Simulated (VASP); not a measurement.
Crystal: Rb3Cd.

```
CELL_PARAMETERS angstrom
6.31250 0.00000 0.00000
0.00000 6.31250 0.00000
0.00000 0.00000 6.31250
ATOMIC_POSITIONS crystal
Rb 0.00000 0.50000 0.50000
Rb 0.50000 0.00000 0.50000
Rb 0.50000 0.50000 0.00000
Cd 0.00000 0.00000 0.00000
```

* Program: VASP 6.6.1
* Task: relaxation of cell and atoms
* Functional: LDA
* Potentials or basis: VASP PAW LDA potentials, release 64 (Rb_sv, Cd)
* Cutoff: 600 eV
* k mesh: 4 × 4 × 4
* Occupations: gaussian, width 0.02 eV
* Spin: no spin polarisation

At the start: pressure -0.8 GPa; volume 62.88 Å³/atom.

Question: How do energy, volume and symmetry change on relaxing?

Answer: Over 6 steps the energy falls by 38.5 meV/atom and the volume is 50.58 Å³/atom (-19.6 %); space group Pm-3m (No. 221, to 0.05 Å).

The path:
| step | energy change (eV) | largest force (eV/Å) | pressure (GPa) | volume (Å³) |
| --- | --- | --- | --- | --- |
| 1 | 0.0000 | 0.0000 | -0.82 | 251.54 |
| 2 | -0.0554 | 0.0000 | -0.71 | 240.04 |
| 3 | -0.1349 | 0.0000 | -0.38 | 217.49 |
| 4 | -0.0756 | 0.0000 | 1.10 | 176.72 |
| 5 | -0.1534 | 0.0000 | -0.07 | 204.81 |
| 6 | -0.1540 | 0.0000 | 0.00 | 202.32 |

Final structure:
```
CELL_PARAMETERS angstrom
5.87059 0.00000 0.00000
0.00000 5.87059 0.00000
0.00000 0.00000 5.87059
ATOMIC_POSITIONS crystal
Rb 0.00000 0.50000 0.50000
Rb 0.50000 0.00000 0.50000
Rb 0.50000 0.50000 0.00000
Cd 0.00000 0.00000 0.00000
```

Caveat: the volume moved by over 15 % at a fixed basis, so the end points are rough.
